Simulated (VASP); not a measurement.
A run of VASP 6.6.1:

The input INCAR:

```
SYSTEM = Si
PREC = Accurate
ENCUT = 520
EDIFF = 1E-6
ISMEAR = 0
SIGMA = 0.03
LREAL = .FALSE.
LASPH = .TRUE.
NELM = 60
ALGO = Normal
ISIF = 2
LWAVE = .FALSE.
LCHARG = .FALSE.
GGA = PS
NBANDS = 26
```

The input KPOINTS:

```
Automatic mesh
0
G
  10 10 4
  0 0 0
```

File POSCAR:

```
Si
1.0
    0.0000000000      0.0000000000      3.8373624245
    3.3221878745     -3.3221878745     -1.9186812122
    6.6443757490      6.6443757490      0.0000000000
Si
8
Direct
   -0.0516178726      0.0000000000      0.1787304307
    0.4631195859      0.0000000000      0.6787304307
    0.4631195859      0.0000000000      0.3212695693
   -0.0516178726      0.0000000000      0.8212695693
    0.7733720867      0.6425391386      0.0000000000
    0.4576653386      0.6425391386      0.5000000000
    0.1308329481      0.3574608614      0.0000000000
    0.8151262000      0.3574608614      0.5000000000
```

Potentials or basis: VASP PAW PBE potentials, release 64 (Si).

Launch:

```bash
$ cat potpaw_PBE.64/Si/POTCAR > POTCAR
$ mpirun -np 1 vasp_std > vasp.out
```

Hardware: 1 thread of AMD EPYC 9R45 96-Core Processor (Zen 5) (shared host).

How long does it take, and how much memory?

Wall time 3 min on 1 thread of AMD EPYC 9R45 96-Core Processor (Zen 5) (shared host), peak memory 0.42 GiB. Counts: scf iterations 13, k points 93.
